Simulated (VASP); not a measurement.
# Ti8O17 (a cell with a defect) in VASP: notebook

Runs on Ti8O17 (a cell with a defect). Level: PBE. Tasks: single point.

All numbers are computed with VASP 6.6.1; they aren't measurements. Logs are shortened: lines on timing, memory, paths and dates and some standing lists are left out, and cuts for length are marked.

## (1) The cell of the first run

The cell holds a defect, 25 atoms: a = 6.567 Å, b = 6.567 Å, c = 5.927 Å, α = 90.00°, β = 90.00°, γ = 90.00°.

## (2) Single point, PBE

The input, INCAR:

```
SYSTEM = Ti8O17
PREC     = Accurate       ! precision mode
ENCUT    = 520            ! plane-wave cutoff, eV
EDIFF    = 1E-6           ! SCF threshold, eV
ISMEAR   = -1             ! smearing method
SIGMA    = 0.01           ! smearing width, eV
LREAL    = .FALSE.        ! projectors in reciprocal space
LASPH    = .TRUE.         ! aspherical terms in the spheres
NELM     = 120            ! most SCF steps
ALGO     = Normal         ! electronic algorithm
ISIF     = 2              ! what is computed and relaxed
LWAVE    = .FALSE.        ! write WAVECAR
LCHARG   = .TRUE.         ! write CHGCAR
GGA      = PE             ! functional
LELF     = .TRUE.         ! ELF
LVHAR    = .TRUE.       
NBANDS   = 117            ! bands
NELECT   = 200.0        
GGA_COMPAT= .FALSE.
```

The input, KPOINTS:

```
regular mesh
0
G
  1 1 1
  0 0 0
```

The input, POSCAR:

```
Ti8O17
1.0
    4.6435389800      4.6435389800      0.0000000000
   -4.6435389800      4.6435389800      0.0000000000
    0.0000000000      0.0000000000      5.9273749100
Ti O
8 17
Direct
    0.0489970375      0.5218947710     -0.0149229580
    0.4515884328     -0.0220126559     -0.0152287259
    0.0259100499     -0.0317769010      0.2102477070
    0.4745734331      0.5311212342      0.2102279101
   -0.0355773387      0.4765071698      0.4723899406
    0.5361077037      0.0231621580      0.4722225586
   -0.0302484408     -0.0086855425      0.7194941949
    0.5308049075      0.5085773868      0.7193522947
    0.1914048234      0.4544886362      0.3005096676
    0.7073156919     -0.0031853851      0.2471435452
    0.0234644092      0.1823595735      0.0265874080
    0.5627258881      0.7050227311     -0.0259803614
   -0.0623212726      0.7945398971     -0.0262961342
    0.4770067934      0.3169230257      0.0268825058
    0.3090652656      0.0448456174      0.3004460584
    0.7932056345      0.5027670796      0.2471765706
    0.2242090004      0.5036498413      0.7615749445
    0.6777051777      0.0257223137      0.7756473974
   -0.0301620347      0.1871023120      0.5091203108
    0.5153208309      0.7146095841      0.5181480088
   -0.0146490065      0.7850039989      0.5183226230
    0.5307362883      0.3123914220      0.5094240217
    0.2764678030     -0.0041056350      0.7613537927
    0.8228255953      0.4739389300      0.7755868772
    0.2500421755      0.7496395627      0.1235186292
```

Potentials or basis: VASP PAW PBE potentials, release 64 (Ti_sv, O).

Run with:

```console
$ cat potpaw_PBE.64/Ti_sv/POTCAR potpaw_PBE.64/O/POTCAR > POTCAR
$ mpirun -np 1 vasp_gam > vasp.out
```

OUTCAR:

```text
SYSTEM = Ti8O17
   PREC = Accurate
   ENCUT = 520
   EDIFF = 1E-6
   ISMEAR = -1
   LREAL = .FALSE.
   LASPH = .TRUE.
   NELM = 120
   ISIF = 2
   GGA = PE
   NELECT = 200.0

 ion  position               nearest neighbor table
   1  0.049  0.522  0.985-  17 1.76  13 1.94  24 1.96   9 2.14  25 2.16  11 2.25  16 2.29
   2  0.452  0.978  0.985-  23 1.76  12 1.94  18 1.96  15 2.14  25 2.16  14 2.25  10 2.29
   3  0.026  0.968  0.210-  11 1.78  13 1.90  15 2.00  10 2.11  25 2.12  21 2.20  19 2.31
   4  0.475  0.531  0.210-  14 1.78  12 1.90   9 2.00  16 2.11  25 2.12  20 2.20  22 2.31
   5  0.964  0.477  0.472-  16 1.75   9 1.81  19 1.91  24 2.02  21 2.05  17 2.42
   6  0.536  0.023  0.472-  10 1.75  15 1.81  22 1.91  18 2.02  20 2.05  23 2.42
   7  0.970  0.991  0.719-  19 1.79  21 1.81  18 1.96  13 2.00  23 2.03  11 2.24
   8  0.531  0.509  0.719-  22 1.79  20 1.81  24 1.96  12 2.00  17 2.03  14 2.24
   9  0.191  0.454  0.301-   5 1.81   4 2.00   1 2.14
  10  0.707  0.997  0.247-   6 1.75   3 2.11   2 2.29
  11  0.023  0.182  0.027-   3 1.78   7 2.24   1 2.25
  12  0.563  0.705  0.974-   4 1.90   2 1.94   8 2.00
  13  0.938  0.795  0.974-   3 1.90   1 1.94   7 2.00
  14  0.477  0.317  0.027-   4 1.78   8 2.24   2 2.25
[... 8 lines left out ...]
  23  0.276  0.996  0.761-   2 1.76   7 2.03   6 2.42
  24  0.823  0.474  0.776-   8 1.96   1 1.96   5 2.02
  25  0.250  0.750  0.124-   3 2.12   4 2.12   1 2.16   2 2.16

  LATTYP: Found a simple tetragonal cell.
 ALAT       =     6.5669558029
 C/A-ratio  =     0.9026061828

  Lattice vectors:

 A1 = (   4.6435389800,   4.6435389800,   0.0000000000)
 A2 = (  -4.6435389800,   4.6435389800,   0.0000000000)
 A3 = (   0.0000000000,   0.0000000000,   5.9273749100)

Analysis of symmetry for initial positions (statically):
=====================================================================
 Subroutine PRICEL returns:
 Original cell was already a primitive cell.

 Routine SETGRP: Setting up the symmetry group for a
 simple tetragonal supercell.

 Subroutine GETGRP returns: Found  1 space group operations
 (whereof  1 operations were pure point group operations)
 out of a pool of 16 trial point group operations.

The static configuration has the point symmetry C_1 .

Analysis of symmetry for dynamics (positions and initial velocities):
=====================================================================
 Subroutine PRICEL returns:
 Original cell was already a primitive cell.

 Routine SETGRP: Setting up the symmetry group for a
 simple tetragonal supercell.

 Subroutine GETGRP returns: Found  1 space group operations
 (whereof  1 operations were pure point group operations)
 out of a pool of 16 trial point group operations.

The dynamic configuration has the point symmetry C_1 .

 Subroutine INISYM returns: Found  1 space group operations
 (whereof  1 operations are pure point group operations),
 and found     1 'primitive' translations

----------------------------------------------------------------------------------------

                                     Primitive cell

  volume of cell :     255.6175

  direct lattice vectors                    reciprocal lattice vectors
     4.643538980  4.643538980  0.000000000     0.107676495  0.107676495  0.000000000
    -4.643538980  4.643538980  0.000000000    -0.107676495  0.107676495  0.000000000
     0.000000000  0.000000000  5.927374910     0.000000000  0.000000000  0.168708748

  length of vectors
     6.566955803  6.566955803  5.927374910     0.152277559  0.152277559  0.168708748

  position of ions in fractional coordinates (direct lattice)
     0.048997038  0.521894771  0.985077042
     0.451588433  0.977987344  0.984771274
     0.025910050  0.968223099  0.210247707
     0.474573433  0.531121234  0.210227910
     0.964422661  0.476507170  0.472389941
     0.536107704  0.023162158  0.472222559
[... 17 lines left out ...]
     0.822825595  0.473938930  0.775586877
     0.250042175  0.749639563  0.123518629

  ion indices of the primitive-cell ions
   primitive index   ion index
                 1           1
                 2           2
                 3           3
                 4           4
                 5           5
                 6           6
[... 17 lines left out ...]
                24          24
                25          25

----------------------------------------------------------------------------------------

 KPOINTS: regular mesh

Automatic generation of k-mesh.
 Grid dimensions read from file:
 generate k-points for:    1    1    1

 Generating k-lattice:

  Cartesian coordinates                     Fractional coordinates (reciprocal lattice)
     0.107676495  0.107676495  0.000000000     1.000000000  0.000000000  0.000000000
    -0.107676495  0.107676495  0.000000000     0.000000000  1.000000000  0.000000000
     0.000000000  0.000000000  0.168708748     0.000000000  0.000000000  1.000000000

  Length of vectors
     0.152277559  0.152277559  0.168708748

  Shift w.r.t. Gamma in fractional coordinates (k-lattice)
     0.000000000  0.000000000  0.000000000

 Subroutine IBZKPT returns following result:
 ===========================================

 Found      1 irreducible k-points:

 Following reciprocal coordinates:
            Coordinates               Weight
  0.000000  0.000000  0.000000      1.000000
   k-points           NKPTS =      1   k-points in BZ     NKDIM =      1   number of bands    NBANDS=    117
   number of dos      NEDOS =    301   number of ions     NIONS =     25
   total plane-waves  NPLWV = 120000
   dimension x,y,z NGX =    50 NGY =   50 NGZ =   48
   dimension x,y,z NGXF=   100 NGYF=  100 NGZF=   96
   ions per type =               8  17
   NGX,Y,Z   is equivalent  to a cutoff of  12.66, 12.66, 13.46 a.u.
   NGXF,Y,Z  is equivalent  to a cutoff of  25.32, 25.32, 26.93 a.u.
 SYSTEM =  Ti8O17
   PREC   = accura    normal or accurate (medium, high low for compatibility)
   ISTART =      0    job   : 0-new  1-cont  2-samecut
   ICHARG =      2    charge: 1-file 2-atom 10-const
   ISPIN  =      1    spin polarized calculation?
   LNONCOLLINEAR =      F non collinear calculations
   LSORBIT =      F    spin-orbit coupling
   LASPH  =      T    aspherical Exc in radial PAW
   ENCUT  =  520.0 eV  38.22 Ry    6.18 a.u.  12.21 12.21 11.02*2*pi/ulx,y,z
   NELM   =    120;   NELMIN=  2; NELMDL= -5     # of ELM steps
   EDIFF  = 0.1E-05   stopping-criterion for ELM
   LREAL  =      F    real-space projection
   EDIFFG = 0.1E-04   stopping-criterion for IOM
   NSW    =      0    number of steps for IOM
   IBRION =     -1    ionic relax: 0-MD 1-quasi-New 2-CG
   NFREE  =      0    steps in history (QN), initial steepest desc. (CG)
   ISIF   =      2    stress and relaxation
   ISYM   =      2    0-nonsym 1-usesym 2-fastsym
   POTIM  = 0.5000    time-step for ionic-motion
   TEBEG  =    0.0;   TEEND  =   0.0 temperature during run
   PSTRESS=    0.0 pullay stress
   NELECT =     200.0000    total number of electrons
   NUPDOWN=      -1.0000    fix difference up-down
   EMIN   =  10.00;   EMAX   =-10.00  energy-range for DOS
   EFERMI =   0.00;   METHOD = LEGACY
   ISMEAR =    -1;   SIGMA  =   0.01  broadening in eV -4-tet -1-fermi 0-gaus
   EFERMI_NEDOS =   21; number of points for ismear=-14 and -15
   IALGO  =     38    algorithm
   IMIX   =      4    mixing-type and parameters
     AMIX     =   0.40;   BMIX     =  1.00
     AMIX_MAG =   1.60;   BMIX_MAG =  1.00
  volume/ion in A,a.u.               =      10.22        69.00
  Fermi-wavevector in a.u.,A,eV,Ry     =   1.508532  2.850713 30.962369  2.275670
  Thomas-Fermi vector in A             =   2.618974
   LORBIT       =      0    0 simple, 1 ext, 2 COOP (PROOUT), +10 PAW based schemes
   GGA     = PE    functional components
   LHFCALC =     F    Hartree Fock is set to
   AEXX    =    0.0000 exact exchange contribution
   IVDW    =     0    specifies the selected vdW correction
   LEPSILON=     F    determine dielectric tensor
   LRPA    =     F    only Hartree local field effects (RPA)
 non-spin polarized calculation
  energy-cutoff  :      520.00
  volume of cell :      255.62
 maximum number of plane-waves:      3432
 NGX is ok and might be reduce to    50
   NGX = 25   NGY = 25   NGZ = 23

 number of electron     200.0000005 magnetization

 Free energy of the ion-electron system (eV)
  ---------------------------------------------------
  ext. energy  EPLUGINS =         0.00000000
  ---------------------------------------------------
  free energy    TOTEN  =      -203.58174080 eV

  energy without entropy =     -203.58174080  energy(sigma->0) =     -203.58174080

 E-fermi :   5.2235     XC(G=0): -11.5590

 val. band max:        4.9742445281   @ k =   0.0000   0.0000   0.0000
 cond. band min:       7.3752457857   @ k =   0.0000   0.0000   0.0000
 fundamental gap:      2.4010012576
 Fermi energy:         5.2235192128

 k-point     1 :       0.0000    0.0000    0.0000
  band No.  band energies     occupation
      1     -51.7308      2.00000
      2     -51.7267      2.00000
      3     -51.6699      2.00000
      4     -51.6684      2.00000
      5     -51.5913      2.00000
      6     -51.5910      2.00000
[... 104 lines left out ...]
    111       8.4102      0.00000
    112       8.4632      0.00000
 [bands above 112 left out]

------------------------ aborting loop because EDIFF is reached ----------------------------------------

  FORCE on cell =-STRESS in cart. coord.  units (eV):
  Direction    XX          YY          ZZ          XY          YZ          ZX
  --------------------------------------------------------------------------------------
  -------------------------------------------------------------------------------------
  Total       30.8185476     32.3641368     39.6339182     -2.3555782     -0.0188683      0.0376346
  in kB      193.1666580    202.8542106    248.4202568    -14.7644583     -0.1182643      0.2358887
  external PRESSURE =     214.8137085 kB  Pullay stress =       0.0000000 kB

 VOLUME and BASIS-vectors are now :
 -----------------------------------------------------------------------------
  energy-cutoff  :      520.00
  volume of cell :      255.62
      direct lattice vectors                 reciprocal lattice vectors
     4.643538980  4.643538980  0.000000000     0.107676495  0.107676495  0.000000000
    -4.643538980  4.643538980  0.000000000    -0.107676495  0.107676495  0.000000000
     0.000000000  0.000000000  5.927374910     0.000000000  0.000000000  0.168708748

 POSITION                                       TOTAL-FORCE (eV/Angst)
 -----------------------------------------------------------------------------------
     -2.19592      2.65096      5.83892        -0.011234     -0.092737      0.079363
     -2.44435      6.63829      5.83711         0.023333      0.095607      0.091561
     -4.37567      4.61630      1.24622         0.008224     -0.050201      0.119015
     -0.26258      4.66998      1.24610        -0.012022      0.056763      0.120066
      2.26565      6.69101      2.80003         0.001436      0.020140      0.099268
      2.38188      2.59699      2.79904        -0.005600     -0.028816      0.108798
[... 17 lines left out ...]
      1.62007      6.02158      4.59719         0.000495     -0.009196      0.007528
     -2.31990      4.64206      0.73214         0.000396      0.003328      0.004480
 -----------------------------------------------------------------------------------
    total drift:                                0.000191      0.000250     -0.000345

  FREE ENERGIE OF THE ION-ELECTRON SYSTEM (eV)
  ---------------------------------------------------
  free  energy   TOTEN  =      -203.5817408029 eV

  energy  without entropy=     -203.5817408029  energy(sigma->0) =     -203.58174080
```

Wall time 42 s (1 thread of Intel Xeon 6975P-C (Granite Rapids), shared host); peak memory 0.31 GiB.

What came out:

- Free energy: -203.5817 eV
- Largest force: 0.134 eV/Å

Forces on the atoms (eV/Å):
```
Ti  -0.011 -0.093  0.079
Ti   0.023  0.096  0.092
Ti   0.008 -0.050  0.119
Ti  -0.012  0.057  0.120
Ti   0.001  0.020  0.099
Ti  -0.006 -0.029  0.109
Ti  -0.005  0.005  0.056
Ti   0.006 -0.005  0.072
O    0.035  0.031 -0.016
O    0.055  0.049 -0.087
O   -0.061  0.079 -0.061
O    0.003  0.027 -0.035
O   -0.010 -0.032 -0.030
O    0.067 -0.081 -0.068
O   -0.034 -0.026 -0.018
O   -0.046 -0.043 -0.079
O    0.047  0.047 -0.090
O   -0.001  0.007  0.009
O   -0.019  0.021 -0.045
O   -0.037  0.039 -0.046
O    0.034 -0.039 -0.042
O    0.013 -0.021 -0.054
O   -0.053 -0.053 -0.095
O    0.000 -0.009  0.008
O    0.000  0.003  0.004
```

Caveat: the k points lie up to 1.06 Å⁻¹ apart; the cell carries a net charge on a neutralising background, which shifts energy and pressure; the cell is charged against a uniform background, so pressure and absolute levels hang on convention.

## (3) Single point, PBE

The input, INCAR:

```
PREC = Accurate ; ENCUT = 520
EDIFF = 1E-6 ; ISMEAR = -1
SIGMA = 0.01 ; LREAL = F
LASPH = T ; NELM = 120
ALGO = Normal ; ISIF = 2
LWAVE = F ; LCHARG = T
GGA = PE ; LELF = T
LVHAR = T ; NBANDS = 117
NELECT = 200.0 ; GGA_COMPAT = F
```

The input, KPOINTS:

```
Automatic mesh
0
Gamma
  1 1 1
```

The input, POSCAR:

```
Ti8O17
1.0
    4.6435389800      4.6435389800      0.0000000000
   -4.6435389800      4.6435389800      0.0000000000
    0.0000000000      0.0000000000      5.9273749100
Ti O
8 17
Direct
    0.0494887630      0.5214292397     -0.0286703646
    0.4520801934     -0.0224781143     -0.0289762336
    0.0264017381     -0.0322423265      0.1965003088
    0.4750652486      0.5306558232      0.1964804011
   -0.0350856320      0.4760417667      0.4586424920
    0.5365994580      0.0226968053      0.4584751330
   -0.0297566146     -0.0091509946      0.7057468211
    0.5312966060      0.5081119186      0.7056049370
    0.1918966340      0.4540232157      0.2867621883
    0.7078074534     -0.0036507716      0.2333960684
    0.0239561896      0.1818941337      0.0128399167
    0.5632176259      0.7045572384     -0.0397278734
   -0.0618295660      0.7940745229     -0.0400435275
    0.4774985220      0.3164575567      0.0131351570
    0.3095570009      0.0443801594      0.2866985851
    0.7936973321      0.5023016949      0.2334291353
    0.2247007088      0.5031844268      0.7478275067
    0.6781969557      0.0252568139      0.7619000095
   -0.0296703658      0.1866368526      0.4953729171
    0.5158126184      0.7141441074      0.5044005222
   -0.0141571978      0.7845385848      0.5045751358
    0.5312281238      0.3119259914      0.4956765929
    0.2769595573     -0.0045709749      0.7476063295
    0.8233174130      0.4734734670      0.7618394430
    0.2505339150      0.7491740707      0.1097711904
```

Potentials or basis: VASP PAW PBE potentials, release 64 (Ti_sv, O).

Run with:

```console
$ cat potpaw_PBE.64/Ti_sv/POTCAR potpaw_PBE.64/O/POTCAR > POTCAR
$ mpirun -np 1 vasp_gam > vasp.out
```

Wall time 44 s (1 thread of Intel Xeon 6975P-C (Granite Rapids), shared host); peak memory 0.31 GiB.

It converged, with:

```yaml
Free_energy: -203.5817 eV
Largest_force: 0.135 eV/Å
```

Forces in eV/Å, atoms in the order of the input:
```
Ti  -0.011 -0.093  0.079
Ti   0.023  0.096  0.092
Ti   0.008 -0.050  0.119
Ti  -0.012  0.057  0.120
Ti   0.001  0.020  0.099
Ti  -0.005 -0.029  0.109
Ti  -0.005  0.005  0.056
Ti   0.006 -0.005  0.071
O    0.035  0.031 -0.016
O    0.055  0.049 -0.087
O   -0.061  0.079 -0.061
O    0.003  0.028 -0.035
O   -0.010 -0.032 -0.030
O    0.067 -0.081 -0.068
O   -0.034 -0.026 -0.018
O   -0.047 -0.043 -0.079
O    0.048  0.047 -0.090
O   -0.001  0.007  0.009
O   -0.019  0.021 -0.045
O   -0.037  0.039 -0.046
O    0.034 -0.039 -0.042
O    0.013 -0.021 -0.054
O   -0.053 -0.052 -0.096
O    0.000 -0.009  0.008
O    0.001  0.003  0.005
```

Levels at points of the mesh, in eV from the Fermi level:
| k point | band 98 | band 99 | band 100 | band 101 | band 102 | band 103 |
| --- | --- | --- | --- | --- | --- | --- |
| (0.00, 0.00, 0.00) | -0.56 | -0.48 | -0.24 | 2.16 | 2.38 | 2.49 |

Caveat: the k points lie up to 1.06 Å⁻¹ apart; the cell carries a net charge on a neutralising background, which shifts energy and pressure; the cell is charged against a uniform background, so pressure and absolute levels hang on convention.
